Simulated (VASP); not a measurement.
A run of VASP 6.6.1:

The input INCAR:

```
SYSTEM = BN
PREC = Accurate ; ENCUT = 600
EDIFF = 1E-6 ; ISMEAR = 0
SIGMA = 0.05 ; LREAL = .FALSE.
LASPH = .TRUE. ; NELM = 120
ALGO = Normal ; ISIF = 2
LWAVE = .FALSE. ; LCHARG = .FALSE.
GGA = PE ; NBANDS = 11
GGA_COMPAT = .FALSE.
```

KPOINTS

```
Automatic mesh
0
G
  12 12 12
  0 0 0
```

File POSCAR:

```
BN
1.0
    0.0000000000      1.8123485134      1.8123485134
    1.8123485134      0.0000000000      1.8123485134
    1.8123485134      1.8123485134      0.0000000000
B N
1 1
Direct
    0.0275885127     -0.0275885127     -0.0275885127
    0.7287083728      0.7712916272      0.7712916272
```

Potentials or basis: VASP PAW PBE potentials, release 64 (B, N).

Launch:

```sh
$ cat potpaw_PBE.64/B/POTCAR potpaw_PBE.64/N/POTCAR > POTCAR
$ mpirun -np 1 vasp_std > vasp.out
```

Hardware: 1 thread of Intel Xeon 8259CL, on a shared host.

How long does it take, and how much memory?

Run time: 39 s on 1 thread of Intel Xeon 8259CL, with other jobs on the host, peak memory 0.16 GiB. Counts: scf iterations 12, k points 280.
